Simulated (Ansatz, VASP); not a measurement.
## Two plane-wave programs on LiF

```
CELL_PARAMETERS angstrom
0.00000 2.04176 2.04176
2.04176 0.00000 2.04176
2.04176 2.04176 0.00000
ATOMIC_POSITIONS crystal
Li 0.00000 0.00000 0.00000
F 0.50000 0.50000 0.50000
```

Alike in both runs: task single point; functional HSE06; k mesh 4 × 4 × 4; occupations fermi-dirac, width 0.05 eV; no spin polarisation.

|  | VASP | Ansatz |
| --- | --- | --- |
| version | VASP 6.6.1 | Ansatz 0.2.0 development build |
| potentials or method | VASP PAW PBE potentials, release 64 (Li_sv, F) | plane waves, PAW datasets (generated soft set 1) |
| plane-wave cutoff (eV) | 520 | 420 |
| valence electrons in the cell | 10 | 10 |

|  | VASP | Ansatz | Ansatz less VASP |
| --- | --- | --- | --- |
| gap on the k mesh at the Fermi level (eV) | 11.01 | 11.02 | +0.012 |

Ansatz's warnings: stress exchange threshold loose, stress scf threshold loose.

The k mesh is coarse, so the values compare programs but aren't converged. Noted on VASP's run: the cutoff is short for stress, so the pressure is rough.
